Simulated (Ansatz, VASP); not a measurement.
## One calculation of GaP, two programs

Contents of INCAR:

```
PREC = Accurate
ENCUT = 520
EDIFF = 1E-6
ISMEAR = 0
SIGMA = 0.05
LREAL = F
LASPH = T
NELM = 80
ALGO = Normal
ISIF = 2
LWAVE = F
LCHARG = F
NBANDS = 16
```

Contents of KPOINTS:

```
regular mesh
0
Gamma
  8 8 8
```

Contents of POSCAR:

```
GaP
1.0
    0.0000000000      2.6591476053      2.6591476053
    2.6591476053      0.0000000000      2.6591476053
    2.6591476053      2.6591476053      0.0000000000
Ga P
1 1
Direct
    0.0000000000      0.0000000000      0.0000000000
    0.7500000000      0.7500000000      0.7500000000
```

Input for Ansatz:

```yaml
crystal:
  lattice:
    - [0.0, 2.6591476053, 2.6591476053]
    - [2.6591476053, 0.0, 2.6591476053]
    - [2.6591476053, 2.6591476053, 0.0]
  atoms:
    - { symbol: Ga, position: [0.0, 0.0, 0.0] }
    - { symbol: P, position: [0.75, 0.75, 0.75] }
basis:
  ecutwfc: 420
  ecutrho_ratio: 4
kpoints:
  mp_grid: { grid: [8, 8, 8] }
hamiltonian:
  xc: lda
scf:
  occupations: { method: gaussian, width: 0.05 }
output:
  forces: true
  stress: true
  eigenvalues: true
```

Alike in both runs: task single point; functional LDA; k mesh 8 × 8 × 8; occupations gaussian, width 0.05 eV; no spin polarisation.

|  | VASP | Ansatz |
| --- | --- | --- |
| version | VASP 6.6.1 | Ansatz 0.2.0 |
| potentials or method | VASP PAW LDA potentials, release 64 (Ga_d, P), cutoff 520 eV | scalar-relativistic, plane waves, PAW |
| valence electrons in the cell | 18 | 18 |

```csv
,VASP,Ansatz,Ansatz less VASP
gap on the k mesh at the Fermi level (eV),1.34,1.34,+0.001
least direct gap on the mesh (eV),2.26,2.23,-0.029
pressure (GPa),4.1,4.0,-0.09
```

LDA's correlation is that of Perdew and Zunger in VASP and of Perdew and Wang (1992) in Ansatz.
